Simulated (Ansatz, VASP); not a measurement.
**One calculation of Sn, two programs**

```
CELL_PARAMETERS angstrom
6.09987 0.00000 0.00000
-3.04994 5.28264 0.00000
0.00000 0.00000 5.71480
ATOMIC_POSITIONS crystal
Sn 0.00000 0.00000 0.00000
Sn 0.50000 0.00000 0.50000
Sn 0.50000 0.50000 0.50000
Sn 0.00000 0.50000 0.50000
Sn 0.33333 0.66667 0.00000
Sn 0.66667 0.33333 0.00000
```

Alike in both runs: functional PBE; k mesh 6 × 6 × 8; occupations gaussian, width 0.1 eV; no spin polarisation.

Ansatz relaxed the structure, and its values are those at the end. VASP's run is a single point on that final structure, the one shown.

|  | VASP | Ansatz |
| --- | --- | --- |
| version | VASP 6.6.1 | Ansatz 0.2.0 |
| potentials or method | VASP PAW PBE potentials, release 64 (Sn_d), cutoff 520 eV | scalar-relativistic, plane waves, PAW |
| valence electrons in the cell | 84 | 84 |

```csv
,VASP,Ansatz,Ansatz less VASP
gap on the k mesh at the Fermi level (eV),none,none,-
pressure (GPa),-0.1,0.0,+0.05
```

A gap of «none» marks a metal or a gap that the smearing closes. The functional is the same, so the differences come from potentials, cutoffs and numerics.
